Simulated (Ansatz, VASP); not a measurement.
Two plane-wave programs on PtSe2

Contents of POSCAR:

```
PtSe2
1.0
    3.7486629704      0.0000000000      0.0000000000
   -1.8743314852      3.2464373626      0.0000000000
    0.0000000000      0.0000000000      5.0955241558
Pt Se
1 2
Direct
    0.0000000000      0.0000000000      0.0000000000
    0.6666666667      0.3333333333      0.7500000000
    0.3333333333      0.6666666667      0.2500000000
```

The input INCAR.step1:

```
PREC = Accurate ; ENCUT = 520
ISMEAR = -1 ; SIGMA = 0.05
LREAL = False ; LASPH = True
NELM = 80 ; NBANDS = 18
GGA = PE ; ALGO = Normal
EDIFF = 1E-4 ; LWAVE = True
LCHARG = False
```

File INCAR.step2:

```
PREC = Accurate ; ENCUT = 520
EDIFF = 1E-6 ; ISMEAR = -1
SIGMA = 0.05 ; LREAL = False
LASPH = True ; NELM = 80
ALGO = Normal ; ISIF = 2
LWAVE = False ; LCHARG = True
METAGGA = R2SCAN ; LMIXTAU = True
LELF = True ; LVHAR = True
NBANDS = 18 ; ISTART = 1
```

Contents of KPOINTS:

```
regular mesh
0
Gamma
  8 8 5
```

File input.yaml:

```yaml
crystal:
  lattice:
    - [3.7486629704, 0.0, 0.0]
    - [-1.8743314852, 3.2464373626, 0.0]
    - [0.0, 0.0, 5.0955241558]
  atoms:
    - { symbol: Pt, position: [0.0, 0.0, 0.0] }
    - { symbol: Se, position: [0.6666666667, 0.3333333333, 0.75] }
    - { symbol: Se, position: [0.3333333333, 0.6666666667, 0.25] }
hamiltonian:
  xc: r2scan
  pseudopotentials: { kind: paw }
kpoints:
  mp_grid: { grid: [8, 8, 5] }
scf:
  occupations: { method: fermi_dirac, width: 0.05 }
output:
  forces: true
  stress: true
  eigenvalues: true
```

Alike in both runs: task single point; functional r2SCAN; k mesh 8 × 8 × 5; occupations fermi-dirac, width 0.05 eV; no spin polarisation.

```csv
,VASP,Ansatz
version,VASP 6.6.1,Ansatz 0.2.0
potentials or method,"VASP PAW PBE potentials, release 64 (Pt, Se)",Ansatz PAW
plane-wave cutoff (eV),520,500
valence electrons in the cell,22,50
```

|  | VASP | Ansatz | Ansatz less VASP |
| --- | --- | --- | --- |
| gap on the k mesh at the Fermi level (eV) | none | none | - |
| pressure (GPa) | 2.2 | 2.1 | -0.07 |
| traceless stress, the component that is largest in VASP (GPa) | 0.67 | 0.72 | +0.052 |
| rms of the force components (eV/Å) | 0.069 | 0.062 | -0.0069 |

VASP's potentials were made for PBE, not for r2SCAN. Atom by atom the forces differ by 0.007 eV/Å (rms over components). A gap of «none» marks a metal or a gap that the smearing closes. VASP's potentials hold 22 valence electrons a cell and Ansatz's 50, so a difference there can come from the potentials and not from the codes.

Neither program's run includes spin-orbit coupling.
